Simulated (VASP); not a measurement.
SiC (a cell with a defect): single point with PBEsol

The system is SiC (a cell with a defect).

```
Si C
1.0
     9.23420    0.00000    0.00000
     0.00000   10.66274    0.00000
     0.00000    0.00000   10.07595
Si C
47 47
Direct
  0.99891 0.99944 0.50045
  0.33310 0.99903 0.50005
  0.16682 0.25023 0.49972
  0.00274 0.50121 0.50020
  0.66724 0.00026 0.50044
  0.49779 0.25063 0.50009
  0.16786 0.74807 0.50005
  0.83291 0.25094 0.50018
  0.66365 0.50155 0.50064
  0.49974 0.74878 0.50003
  0.83358 0.74980 0.50000
  0.99904 0.16592 0.25192
  0.33281 0.16586 0.25079
  0.15629 0.41090 0.25511
  0.99992 0.66693 0.25099
  0.66639 0.16740 0.25162
  0.50578 0.41375 0.25277
  0.33443 0.67723 0.25665
  0.16680 0.91630 0.25195
  0.83278 0.41629 0.25253
  0.66721 0.66692 0.25085
  0.50010 0.91714 0.25192
  0.83295 0.91673 0.25086
  0.16626 0.08285 0.74970
  0.99981 0.33353 0.74948
  0.49982 0.08301 0.74972
  0.33282 0.33331 0.74705
  0.16663 0.58350 0.74767
  0.99976 0.83345 0.74996
  0.83323 0.08369 0.75028
  0.66613 0.33354 0.74950
  0.49965 0.58373 0.74759
  0.33326 0.83313 0.74969
  0.83316 0.58355 0.74944
  0.66690 0.83370 0.74991
  0.99972 0.99976 0.00022
  0.33315 0.99971 0.00019
  0.16548 0.24879 0.99922
  0.99871 0.49988 0.99929
  0.66668 0.00016 0.00023
  0.50041 0.24900 0.99920
  0.33353 0.49954 0.98819
  0.16635 0.75079 0.99962
  0.83310 0.25002 0.00018
  0.66766 0.49980 0.99923
  0.50055 0.75111 0.99956
  0.83329 0.75007 0.00016
  0.99989 0.99933 0.18760
  0.33324 0.99923 0.18777
  0.16698 0.24845 0.18567
  0.99962 0.50161 0.18560
  0.66621 0.00079 0.18774
  0.49795 0.25008 0.18571
  0.16606 0.74877 0.18599
  0.83301 0.25038 0.18788
  0.66612 0.50089 0.18563
  0.50179 0.74979 0.18595
  0.83334 0.75008 0.18753
  0.99929 0.99987 0.68794
  0.33305 0.99972 0.68756
  0.16597 0.24936 0.68763
  0.99963 0.50031 0.68787
  0.66684 0.00026 0.68784
  0.49963 0.24959 0.68767
  0.33317 0.50023 0.70412
  0.16622 0.75028 0.68797
  0.83287 0.25032 0.68772
  0.66635 0.50027 0.68803
  0.50042 0.75060 0.68791
  0.83319 0.75008 0.68748
  0.99823 0.16488 0.43913
  0.33260 0.16575 0.43804
  0.15128 0.40858 0.43183
  0.00005 0.66703 0.43810
  0.66646 0.16668 0.43886
  0.51360 0.40999 0.43210
  0.33430 0.68030 0.43305
  0.16526 0.91682 0.43918
  0.83300 0.41813 0.43941
  0.66719 0.66719 0.43802
  0.50142 0.91767 0.43910
  0.83290 0.91591 0.43837
  0.16645 0.08261 0.93785
  0.99975 0.33335 0.93797
  0.49985 0.08278 0.93790
  0.33299 0.33143 0.93952
  0.16524 0.58395 0.94018
  0.99966 0.83330 0.93808
  0.83328 0.08352 0.93853
  0.66636 0.33328 0.93790
  0.50151 0.58425 0.94005
  0.33334 0.83315 0.93805
  0.83325 0.58366 0.93742
  0.66711 0.83367 0.93802
```

```json
{
 "Program": "VASP 6.6.1",
 "Task": "single point",
 "Functional": "PBEsol",
 "Potentials or basis": "VASP PAW PBE potentials, release 64 (Si, C)",
 "Cutoff": "520 eV",
 "k mesh": "1 × 1 × 1, shifted",
 "Occupations": "fermi-dirac, width 0.05 eV",
 "Spin": "collinear spin"
}
```

- Pressure: 0.7 GPa
- Largest force: 0.379 eV/Å
- Band gap on the k mesh: 0.14 eV
- Net moment: 0.01 μB per cell
- Valence electrons inside the program's atomic spheres: Si 1.69, 1.68, 1.67, 1.64 (each value once); C 2.53, 2.52, 2.54, 2.47, 2.49, 2.50 (each value once)

Forces on the atoms (eV/Å):
```
Si  -0.004 -0.033  0.018
Si  -0.006  0.001 -0.011
Si  -0.002  0.006  0.004
Si   0.035 -0.051 -0.029
Si   0.008  0.047 -0.019
Si   0.023  0.146 -0.085
Si   0.052 -0.033 -0.074
Si  -0.035  0.003 -0.011
Si  -0.089 -0.069 -0.112
Si  -0.028 -0.020 -0.062
Si  -0.026 -0.007 -0.008
Si  -0.024  0.036 -0.006
Si   0.026  0.013 -0.008
Si  -0.023  0.011  0.036
Si  -0.005  0.006 -0.004
Si  -0.036  0.035  0.033
Si  -0.002 -0.027  0.378
Si  -0.045  0.045  0.187
Si  -0.008  0.000  0.013
Si   0.013  0.024  0.017
Si  -0.013 -0.047 -0.008
Si  -0.015 -0.021  0.024
Si  -0.014  0.004  0.009
Si  -0.006 -0.007  0.001
Si  -0.018 -0.007 -0.005
Si  -0.001 -0.001 -0.001
Si   0.000 -0.031 -0.094
Si  -0.064  0.027 -0.130
Si  -0.013 -0.012 -0.004
Si  -0.018 -0.007 -0.007
Si  -0.006 -0.021 -0.009
Si   0.045  0.021 -0.120
Si  -0.001  0.009 -0.011
Si  -0.011 -0.004  0.006
Si  -0.010  0.006 -0.007
Si   0.004  0.009  0.000
Si   0.006  0.012  0.009
Si  -0.018 -0.021  0.012
Si  -0.021 -0.025  0.015
Si   0.002  0.007  0.013
Si   0.026 -0.027  0.016
Si   0.004 -0.018 -0.107
Si  -0.002  0.042  0.007
Si  -0.001 -0.007  0.020
Si   0.044 -0.013  0.018
Si   0.008  0.039  0.009
Si   0.000 -0.003  0.013
C    0.034  0.028  0.014
C   -0.010  0.014 -0.010
C    0.011  0.002 -0.014
C   -0.022 -0.076  0.004
C    0.023 -0.070 -0.013
C    0.003 -0.117 -0.017
C   -0.053  0.034 -0.018
C    0.023  0.005 -0.012
C    0.051  0.127 -0.008
C    0.034 -0.005 -0.031
C    0.025 -0.001 -0.021
C    0.015  0.009 -0.008
C    0.011  0.004  0.009
C    0.014  0.010  0.018
C    0.019  0.002  0.026
C    0.010 -0.003  0.006
C    0.002 -0.015  0.048
C    0.029 -0.089 -0.102
C   -0.001  0.002  0.029
C    0.027  0.010  0.009
C    0.037  0.024  0.027
C    0.012 -0.014  0.038
C    0.022  0.004  0.005
C    0.036  0.072 -0.010
C   -0.010 -0.006  0.003
C   -0.198 -0.010  0.081
C    0.006  0.022  0.007
C    0.075 -0.128  0.037
C    0.200 -0.116 -0.110
C   -0.085  0.208 -0.068
C   -0.030  0.047  0.014
C   -0.017  0.014  0.029
C   -0.009  0.011  0.022
C    0.007 -0.007  0.010
C    0.010 -0.009  0.003
C    0.007  0.003 -0.005
C    0.015  0.009 -0.007
C   -0.012 -0.003 -0.007
C   -0.013  0.027  0.049
C    0.018 -0.029  0.043
C    0.011 -0.008 -0.008
C   -0.003  0.005 -0.001
C   -0.014  0.018 -0.004
C   -0.027 -0.031  0.028
C   -0.003 -0.016  0.000
C   -0.014  0.012 -0.007
C    0.001 -0.004 -0.005
```

Stress tensor (GPa, compression positive):
```
 0.75  0.14 -0.04
 0.14  1.29  0.05
-0.04  0.05  0.17
```

Levels at points of the mesh, in eV from the valence-band top:
Spin up:
| k point | band 184 | band 185 | band 186 | band 187 | band 188 | band 189 | band 190 | band 191 | band 192 | band 193 |
| --- | --- | --- | --- | --- | --- | --- | --- | --- | --- | --- |
| (0.25, 0.25, 0.25) | -0.92 | -0.80 | -0.71 | -0.23 | -0.01 | 0.14 | 1.59 | 1.75 | 1.93 | 2.22 |
Spin down:
```csv
k point,band 185,band 186,band 187,band 188,band 189,band 190,band 191,band 192
"(0.25, 0.25, 0.25)",-0.80,-0.71,-0.23,0.00,0.14,1.59,1.76,1.93
```

It took 22 min on 4 MPI ranks on Intel(R) Xeon(R) Platinum 8375C CPU @ 2.90GHz (Ice Lake) (shared host), peak memory 0.6 GiB a rank.

Caveat: semilocal functionals underestimate gaps, and a narrow one can read as zero; the PAW data sets were made with another functional, which shifts forces and pressure a little.
